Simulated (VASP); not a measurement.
# Zn2C (Fm-3m) in VASP: settings compared, part 2 of 2

VASP 6.6.1. Earlier steps stand in the parts before.

## Step 4: Single point, PBE (12.48 Å³/atom)

This run uses another cell than the first one, of 12.48 Å³/atom.

Contents of INCAR:

```
PREC = Accurate
ENCUT = 520
EDIFF = 1E-7
ISMEAR = -1
SIGMA = 0.02
LREAL = False
LASPH = True
NELM = 80
ALGO = Normal
ISIF = 2
LWAVE = False
LCHARG = True
GGA = PE
LELF = True
LVHAR = True
NBANDS = 21
```

Contents of KPOINTS:

```
Automatic mesh
0
Gamma
  8 8 8
```

Contents of POSCAR:

```
Zn2C
1.0
    0.0000000000      2.6553518429      2.6553518429
    2.6553518429      0.0000000000      2.6553518429
    2.6553518429      2.6553518429      0.0000000000
C Zn
1 2
Direct
    0.0000000000      0.0000000000      0.0000000000
    0.2500000000      0.2500000000      0.2500000000
    0.7500000000      0.7500000000      0.7500000000
```

Potentials or basis: VASP PAW PBE potentials, release 64 (C, Zn).

Run with:

```sh
> cat potpaw_PBE.64/C/POTCAR potpaw_PBE.64/Zn/POTCAR > POTCAR
> mpirun -np 1 vasp_std > vasp.out
```

OUTCAR:

```text
PREC = Accurate
   ENCUT = 520
   EDIFF = 1E-7
   ISMEAR = -1
   LREAL = False
   LASPH = True
   NELM = 80
   ISIF = 2
   GGA = PE

 ion  position               nearest neighbor table
   1  0.000  0.000  0.000-   3 2.30   3 2.30   3 2.30   2 2.30   3 2.30   2 2.30   2 2.30   2 2.30

   2  0.250  0.250  0.250-   1 2.30   1 2.30   1 2.30   1 2.30   3 2.66   3 2.66   3 2.66   3 2.66
                             3 2.66   3 2.66
   3  0.750  0.750  0.750-   1 2.30   1 2.30   1 2.30   1 2.30   2 2.66   2 2.66   2 2.66   2 2.66
                             2 2.66   2 2.66

  LATTYP: Found a face centered cubic cell.
 ALAT       =     5.3107036858

  Lattice vectors:

 A1 = (   0.0000000000,   2.6553518429,   2.6553518429)
 A2 = (   2.6553518429,   0.0000000000,   2.6553518429)
 A3 = (   2.6553518429,   2.6553518429,   0.0000000000)

Analysis of symmetry for initial positions (statically):
=====================================================================
 Subroutine PRICEL returns:
 Original cell was already a primitive cell.

 Routine SETGRP: Setting up the symmetry group for a
 face centered cubic supercell.

 Subroutine GETGRP returns: Found 48 space group operations
 (whereof 48 operations were pure point group operations)
 out of a pool of 48 trial point group operations.

The static configuration has the point symmetry O_h .

Analysis of symmetry for dynamics (positions and initial velocities):
=====================================================================
 Subroutine PRICEL returns:
 Original cell was already a primitive cell.

 Routine SETGRP: Setting up the symmetry group for a
 face centered cubic supercell.

 Subroutine GETGRP returns: Found 48 space group operations
 (whereof 48 operations were pure point group operations)
 out of a pool of 48 trial point group operations.

The dynamic configuration has the point symmetry O_h .

 Subroutine INISYM returns: Found 48 space group operations
 (whereof 48 operations are pure point group operations),
 and found     1 'primitive' translations

----------------------------------------------------------------------------------------

                                     Primitive cell

  volume of cell :      37.4452

  direct lattice vectors                    reciprocal lattice vectors
     0.000000000  2.655351843  2.655351843    -0.188298964  0.188298964  0.188298964
     2.655351843  0.000000000  2.655351843     0.188298964 -0.188298964  0.188298964
     2.655351843  2.655351843  0.000000000     0.188298964  0.188298964 -0.188298964

  length of vectors
     3.755234589  3.755234589  3.755234589     0.326143372  0.326143372  0.326143372

  position of ions in fractional coordinates (direct lattice)
     0.000000000  0.000000000  0.000000000
     0.250000000  0.250000000  0.250000000
     0.750000000  0.750000000  0.750000000

  ion indices of the primitive-cell ions
   primitive index   ion index
                 1           1
                 2           2
                 3           3

----------------------------------------------------------------------------------------

 KPOINTS: Automatic mesh

Automatic generation of k-mesh.
 Grid dimensions read from file:
 generate k-points for:    8    8    8

 Generating k-lattice:

  Cartesian coordinates                     Fractional coordinates (reciprocal lattice)
    -0.023537370  0.023537370  0.023537370     0.125000000  0.000000000  0.000000000
     0.023537370 -0.023537370  0.023537370     0.000000000  0.125000000  0.000000000
     0.023537370  0.023537370 -0.023537370     0.000000000  0.000000000  0.125000000

  Length of vectors
     0.040767921  0.040767921  0.040767921

  Shift w.r.t. Gamma in fractional coordinates (k-lattice)
     0.000000000  0.000000000  0.000000000

 Subroutine IBZKPT returns following result:
 ===========================================

 Found     29 irreducible k-points:

 Following reciprocal coordinates:
            Coordinates               Weight
  0.000000  0.000000  0.000000      1.000000
  0.125000  0.000000  0.000000      8.000000
  0.250000  0.000000  0.000000      8.000000
  0.375000  0.000000  0.000000      8.000000
  0.500000  0.000000  0.000000      4.000000
  0.125000  0.125000  0.000000      6.000000
[... 16 lines left out ...]
  0.500000  0.250000  0.125000     48.000000
 -0.375000  0.250000  0.125000     24.000000
 [... further k-points ...]
   k-points           NKPTS =     29   k-points in BZ     NKDIM =     29   number of bands    NBANDS=     21
   number of dos      NEDOS =    301   number of ions     NIONS =      3
   total plane-waves  NPLWV =  21952
   dimension x,y,z NGX =    28 NGY =   28 NGZ =   28
   dimension x,y,z NGXF=    56 NGYF=   56 NGZF=   56
   ions per type =               1   2
   NGX,Y,Z   is equivalent  to a cutoff of  12.40, 12.40, 12.40 a.u.
   NGXF,Y,Z  is equivalent  to a cutoff of  24.79, 24.79, 24.79 a.u.
 SYSTEM =  unknown system
   PREC   = accura    normal or accurate (medium, high low for compatibility)
   ISTART =      0    job   : 0-new  1-cont  2-samecut
   ICHARG =      2    charge: 1-file 2-atom 10-const
   ISPIN  =      1    spin polarized calculation?
   LNONCOLLINEAR =      F non collinear calculations
   LSORBIT =      F    spin-orbit coupling
   LASPH  =      T    aspherical Exc in radial PAW
   ENCUT  =  520.0 eV  38.22 Ry    6.18 a.u.   6.98  6.98  6.98*2*pi/ulx,y,z
   NELM   =     80;   NELMIN=  2; NELMDL= -5     # of ELM steps
   EDIFF  = 0.1E-06   stopping-criterion for ELM
   LREAL  =      F    real-space projection
   EDIFFG = 0.1E-05   stopping-criterion for IOM
   NSW    =      0    number of steps for IOM
   IBRION =     -1    ionic relax: 0-MD 1-quasi-New 2-CG
   NFREE  =      0    steps in history (QN), initial steepest desc. (CG)
   ISIF   =      2    stress and relaxation
   ISYM   =      2    0-nonsym 1-usesym 2-fastsym
   POTIM  = 0.5000    time-step for ionic-motion
   TEBEG  =    0.0;   TEEND  =   0.0 temperature during run
   PSTRESS=    0.0 pullay stress
   NELECT =      28.0000    total number of electrons
   NUPDOWN=      -1.0000    fix difference up-down
   EMIN   =  10.00;   EMAX   =-10.00  energy-range for DOS
   EFERMI =   0.00;   METHOD = LEGACY
   ISMEAR =    -1;   SIGMA  =   0.02  broadening in eV -4-tet -1-fermi 0-gaus
   EFERMI_NEDOS =   21; number of points for ismear=-14 and -15
   IALGO  =     38    algorithm
   IMIX   =      4    mixing-type and parameters
     AMIX     =   0.40;   BMIX     =  1.00
     AMIX_MAG =   1.60;   BMIX_MAG =  1.00
  volume/ion in A,a.u.               =      12.48        84.23
  Fermi-wavevector in a.u.,A,eV,Ry     =   1.485920  2.807982 30.041097  2.207958
  Thomas-Fermi vector in A             =   2.599271
   LORBIT       =      0    0 simple, 1 ext, 2 COOP (PROOUT), +10 PAW based schemes
   GGA     = PE    functional components
[... 5 lines left out ...]
 non-spin polarized calculation
  energy-cutoff  :      520.00
  volume of cell :       37.45
 maximum number of plane-waves:      1036
   NGX = 13   NGY = 13   NGZ = 13

 number of electron      28.0000032 magnetization

 Free energy of the ion-electron system (eV)
  ---------------------------------------------------
  ext. energy  EPLUGINS =         0.00000000
  ---------------------------------------------------
  free energy    TOTEN  =        -9.22851098 eV

  energy without entropy =       -9.22836169  energy(sigma->0) =       -9.22843634

 E-fermi :   3.9240     XC(G=0): -11.6099

 val. band max:        3.9101343605   @ k =   0.0000   0.0000   0.0000
 cond. band min:       4.3714913703   @ k =   0.5000   0.0000   0.0000
 fundamental gap:      0.4613570098
 Fermi energy:         3.9240003067

 k-point     1 :       0.0000    0.0000    0.0000
  band No.  band energies     occupation
      1      -9.3811      2.00000
      2      -4.3976      2.00000
      3      -4.3976      2.00000
      4      -4.3976      2.00000
      5      -4.2567      2.00000
      6      -4.2567      2.00000
[... 13 lines left out ...]
     20      14.5467      0.00000
     21      14.5467      0.00000
[... 529 lines left out ...]
 k-point    24 :      -0.3750    0.2500    0.1250
  band No.  band energies     occupation
      1      -7.4513      2.00000
      2      -4.1139      2.00000
      3      -4.0852      2.00000
      4      -3.9423      2.00000
      5      -3.7144      2.00000
      6      -3.7060      2.00000
[... 13 lines left out ...]
     20      13.9767      0.00000
     21      16.0589      0.00000

 [... further k-points ...]

------------------------ aborting loop because EDIFF is reached ----------------------------------------

  FORCE on cell =-STRESS in cart. coord.  units (eV):
  Direction    XX          YY          ZZ          XY          YZ          ZX
  --------------------------------------------------------------------------------------
  -------------------------------------------------------------------------------------
  Total       -1.4391582     -1.4391582     -1.4391582      0.0000000      0.0000000      0.0000000
  in kB      -61.5776212    -61.5776212    -61.5776212      0.0000000      0.0000000      0.0000000
  external PRESSURE =     -61.5776212 kB  Pullay stress =       0.0000000 kB

 VOLUME and BASIS-vectors are now :
 -----------------------------------------------------------------------------
  energy-cutoff  :      520.00
  volume of cell :       37.45
      direct lattice vectors                 reciprocal lattice vectors
     0.000000000  2.655351843  2.655351843    -0.188298964  0.188298964  0.188298964
     2.655351843  0.000000000  2.655351843     0.188298964 -0.188298964  0.188298964
     2.655351843  2.655351843  0.000000000     0.188298964  0.188298964 -0.188298964

 POSITION                                       TOTAL-FORCE (eV/Angst)
 -----------------------------------------------------------------------------------
      0.00000      0.00000      0.00000        -0.000000     -0.000000     -0.000000
      1.32768      1.32768      1.32768         0.000000      0.000000      0.000000
      3.98303      3.98303      3.98303        -0.000000     -0.000000      0.000000
 -----------------------------------------------------------------------------------
    total drift:                                0.000000      0.000000      0.000000

  FREE ENERGIE OF THE ION-ELECTRON SYSTEM (eV)
  ---------------------------------------------------
  free  energy   TOTEN  =        -9.2285109775 eV

  energy  without entropy=       -9.2283616933  energy(sigma->0) =       -9.22843634
```

stdout:

```text
POSCAR found type information on POSCAR C Zn
 POSCAR found :  2 types and       3 ions
 scaLAPACK will be used
 LDA part: xc-table for (Slater+PW92), standard interpolation
 POSCAR, INCAR and KPOINTS ok, starting setup
 FFT: planning ... GRIDC
 FFT: planning ... GRID_SOFT
 FFT: planning ... GRID
 WAVECAR not read
 entering main loop
```

Run time: 35 s. Hardware: 1 thread of Intel Xeon Platinum 8375C at 2.90GHz (Ice Lake), shared host; peak memory 0.16 GiB.

What came out:

```yaml
Free_energy: -9.2285 eV
Pressure: -6.2 GPa
Band_gap_on_the_k_mesh: zero (filled and empty bands touch)
```

Caveat: the cell stands under tension.

## Step 5: Single point, r2SCAN (10.74 Å³/atom)

This run uses another cell than the first one, of 10.74 Å³/atom.

Contents of POSCAR:

```
Zn2C
1.0
    0.0000000000      2.5253230698      2.5253230698
    2.5253230698      0.0000000000      2.5253230698
    2.5253230698      2.5253230698      0.0000000000
C Zn
1 2
Direct
    0.0000000000      0.0000000000      0.0000000000
    0.2500000000      0.2500000000      0.2500000000
    0.7500000000      0.7500000000      0.7500000000
```

Contents of INCAR.step1:

```
SYSTEM = Zn2C
  PREC = Accurate
  ENCUT = 520
  ISMEAR = -1
  SIGMA = 0.02
  LREAL = .False.
  LASPH = .True.
  NELM = 60
  NBANDS = 21
  GGA = PE
  ALGO = Normal
  EDIFF = 1E-4
  LWAVE = .True.
  LCHARG = .False.
```

Contents of INCAR.step2:

```
SYSTEM = Zn2C
  PREC = Accurate
  ENCUT = 520
  EDIFF = 1E-6
  ISMEAR = -1
  SIGMA = 0.02
  LREAL = .False.
  LASPH = .True.
  NELM = 60
  ALGO = Normal
  ISIF = 2
  LWAVE = .False.
  LCHARG = .False.
  METAGGA = R2SCAN
  LMIXTAU = .True.
  NBANDS = 21
  ISTART = 1
```

Contents of KPOINTS:

```
Automatic mesh
0
Gamma
  8 8 8
  0 0 0
```

Run with:

```sh
> cat potpaw_PBE.64/C/POTCAR potpaw_PBE.64/Zn/POTCAR > POTCAR
> cp INCAR.step1 INCAR
> mpirun -np 1 vasp_std > vasp.out
> cp INCAR.step2 INCAR
> mpirun -np 1 vasp_std > vasp.out
```

It took 2.2 min on 1 thread of Intel Xeon Platinum 8375C at 2.90GHz (Ice Lake), shared host; peak memory 0.17 GiB.

It converged, with:

```
Free energy            : -25.7609 eV
Pressure               : 11.4 GPa
Band gap on the k mesh : 0.39 eV
```

Levels at points of the mesh, in eV from the valence-band top:
```tsv
k point	band 10	band 11	band 12	band 13	band 14	band 15	band 16	band 17	band 18	band 19
(0.00, 0.00, 0.00)	-7.18	-7.18	0.00	0.00	0.00	0.39	4.64	4.64	4.64	11.18
(0.50, 0.00, 0.00)	-8.06	-7.74	-7.43	-1.27	-1.27	1.44	5.61	5.61	6.59	10.26
(0.50, 0.50, 0.00)	-7.54	-7.20	-5.58	-4.19	-4.19	1.16	2.16	8.65	10.19	10.19
```

Caveat: the cell stands under pressure; the PAW data sets were made with another functional, which shifts forces and pressure a little.

## Step 6: Single point, r2SCAN (11.08 Å³/atom)

This run uses another cell than the first one, of 11.08 Å³/atom.

Contents of POSCAR:

```
Zn2C
1.0
    0.0000000000      2.5519073715      2.5519073715
    2.5519073715      0.0000000000      2.5519073715
    2.5519073715      2.5519073715      0.0000000000
C Zn
1 2
Direct
    0.0000000000      0.0000000000      0.0000000000
    0.2500000000      0.2500000000      0.2500000000
    0.7500000000      0.7500000000      0.7500000000
```

Contents of INCAR.step1:

```
SYSTEM = Zn2C
PREC = Accurate ; ENCUT = 520
ISMEAR = -1 ; SIGMA = 0.02
LREAL = .False. ; LASPH = .True.
NELM = 80 ; NBANDS = 21
GGA = PE ; ALGO = Normal
EDIFF = 1E-4 ; LWAVE = .True.
LCHARG = .False.
```

Contents of INCAR.step2:

```
SYSTEM = Zn2C
PREC = Accurate ; ENCUT = 520
EDIFF = 1E-7 ; ISMEAR = -1
SIGMA = 0.02 ; LREAL = .False.
LASPH = .True. ; NELM = 80
ALGO = Normal ; ISIF = 2
LWAVE = .False. ; LCHARG = .True.
METAGGA = R2SCAN ; LMIXTAU = .True.
LELF = .True. ; LVHAR = .True.
NBANDS = 21 ; ISTART = 1
```

Contents of KPOINTS:

```
regular mesh
0
Gamma
  8 8 8
  0 0 0
```

Potentials or basis: VASP PAW PBE potentials, release 64 (C, Zn).

Run with:

```sh
> cat potpaw_PBE.64/C/POTCAR potpaw_PBE.64/Zn/POTCAR > POTCAR
> cp INCAR.step1 INCAR
> mpirun -np 1 vasp_std > vasp.out
> cp INCAR.step2 INCAR
> mpirun -np 1 vasp_std > vasp.out
```

OUTCAR:

```text
SYSTEM = Zn2C
   PREC = Accurate
   ENCUT = 520
   EDIFF = 1E-7
   ISMEAR = -1
   LREAL = .False.
   LASPH = .True.
   NELM = 80
   ISIF = 2
   METAGGA = R2SCAN
   ISTART = 1

 ion  position               nearest neighbor table
   1  0.000  0.000  0.000-   3 2.21   3 2.21   3 2.21   2 2.21   3 2.21   2 2.21   2 2.21   2 2.21

   2  0.250  0.250  0.250-   1 2.21   1 2.21   1 2.21   1 2.21   3 2.55   3 2.55   3 2.55   3 2.55
                             3 2.55   3 2.55
   3  0.750  0.750  0.750-   1 2.21   1 2.21   1 2.21   1 2.21   2 2.55   2 2.55   2 2.55   2 2.55
                             2 2.55   2 2.55
[... 773 lines left out ...]
  Direction    XX          YY          ZZ          XY          YZ          ZX
  --------------------------------------------------------------------------------------
  -------------------------------------------------------------------------------------
  Total        1.1585100      1.1585100      1.1585100      0.0000000     -0.0000000      0.0000000
  in kB       55.8451770     55.8451770     55.8451770      0.0000000     -0.0000000      0.0000000
  external PRESSURE =      55.8451770 kB  Pullay stress =       0.0000000 kB

 VOLUME and BASIS-vectors are now :
 -----------------------------------------------------------------------------
  energy-cutoff  :      520.00
  volume of cell :       33.24
      direct lattice vectors                 reciprocal lattice vectors
     0.000000000  2.551907372  2.551907372    -0.195931877  0.195931877  0.195931877
     2.551907372  0.000000000  2.551907372     0.195931877 -0.195931877  0.195931877
     2.551907372  2.551907372  0.000000000     0.195931877  0.195931877 -0.195931877

 POSITION                                       TOTAL-FORCE (eV/Angst)
 -----------------------------------------------------------------------------------
      0.00000      0.00000      0.00000        -0.000000     -0.000000      0.000000
      1.27595      1.27595      1.27595        -0.000000     -0.000000     -0.000000
      3.82786      3.82786      3.82786         0.000000      0.000000      0.000000
 -----------------------------------------------------------------------------------
    total drift:                                0.000000      0.000000      0.000000

  FREE ENERGIE OF THE ION-ELECTRON SYSTEM (eV)
  ---------------------------------------------------
  free  energy   TOTEN  =       -25.8141521533 eV

  energy  without entropy=      -25.8141490088  energy(sigma->0) =      -25.81415058
```

OSZICAR.step1:

```text
N       E                     dE             d eps       ncg     rms          rms(c)
DAV:   1     0.145102958761E+03    0.14510E+03   -0.14084E+04  1282   0.208E+03
DAV:   2    -0.765342641539E+00   -0.14587E+03   -0.13981E+03  1268   0.334E+02
DAV:   3    -0.110404928884E+02   -0.10275E+02   -0.10136E+02  1343   0.887E+01
DAV:   4    -0.111987010583E+02   -0.15821E+00   -0.15807E+00  1338   0.107E+01
DAV:   5    -0.111995990041E+02   -0.89795E-03   -0.89794E-03  1383   0.760E-01    0.106E+01
DAV:   6    -0.921227276878E+01    0.19873E+01   -0.48255E+00  1800   0.515E+01    0.757E+00
DAV:   7    -0.922030949649E+01   -0.80367E-02   -0.86760E-01  1335   0.113E+01    0.399E+00
DAV:   8    -0.920464856323E+01    0.15661E-01   -0.45692E-02  1342   0.158E+00    0.123E+00
DAV:   9    -0.920258554616E+01    0.20630E-02   -0.29329E-03  1572   0.582E-01    0.139E-01
DAV:  10    -0.920256189911E+01    0.23647E-04   -0.83946E-04  1634   0.275E-01
   1 F= -.92025619E+01 E0= -.92024832E+01  d E =-.157482E-03
```

It took 2.7 min on 1 thread of Intel Xeon Platinum 8375C at 2.90GHz (Ice Lake), shared host; peak memory 0.16 GiB.

Results:

```yaml
Free_energy: -25.8142 eV
Pressure: 5.6 GPa
Band_gap_on_the_k_mesh: 0.26 eV
```

Caveat: the cell stands under pressure; the PAW data sets were made with another functional, which shifts forces and pressure a little.

## Step 7: Summary

```csv
level,cell,gap on the mesh (eV),pressure (GPa)
PBE,"a = 3.683 Å, angles 60.0°, 3 atoms",none,0.6
PBE,"a = 3.719 Å, angles 60.0°, 3 atoms",none,-3.1
PBE,"a = 3.755 Å, angles 60.0°, 3 atoms",none,-6.2
r2SCAN,"a = 3.571 Å, angles 60.0°, 3 atoms",0.39,11.4
r2SCAN,"a = 3.609 Å, angles 60.0°, 3 atoms",0.26,5.6
```

Alike in all rows: task single point; potentials or basis VASP PAW PBE potentials, release 64 (C, Zn); no spin polarisation; k mesh 8 × 8 × 8; cutoff (eV) 520; smearing fermi-dirac 0.02 eV.

Caveats: the cell stands under tension (at least some runs); the cell stands under pressure (at least some runs); the PAW data sets were made with another functional, which shifts forces and pressure a little (at least some runs).

Total energies depend on the potentials used, so only differences within one code and one set of settings carry meaning.
